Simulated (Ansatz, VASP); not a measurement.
**Sb in VASP and in Ansatz**

```
CELL_PARAMETERS angstrom
3.16000 0.00000 0.00000
0.00000 3.16000 0.00000
0.00000 0.00000 3.00200
ATOMIC_POSITIONS crystal
Sb 0.00000 0.00000 0.00000
```

Change from the starting cell: strain +0.000 along x and y, -0.050 along z, atoms carried along.

Alike in both runs: task single point; functional PBEsol; k mesh 16 × 16 × 16; occupations gaussian, width 0.15 eV; no spin polarisation.

|  | VASP | Ansatz |
| --- | --- | --- |
| version | VASP 6.6.1 | Ansatz 0.2.0 |
| potentials or method | VASP PAW PBE potentials, release 64 (Sb), cutoff 520 eV | scalar-relativistic, plane waves, PAW |
| valence electrons in the cell | 5 | 15 |

```tsv
	VASP	Ansatz	Ansatz less VASP
gap on the k mesh at the Fermi level (eV)	none	none	-
pressure (GPa)	-2.2	-2.3	-0.09
traceless stress, the component that is largest in VASP (GPa)	3.45	3.40	-0.047
```

VASP's potentials were made for PBE, not for PBEsol. A gap of «none» marks a metal or a gap that the smearing closes. VASP's potentials hold 5 valence electrons a cell and Ansatz's 15, so a difference there can come from the potentials and not from the codes.

Neither program's run includes spin-orbit coupling.
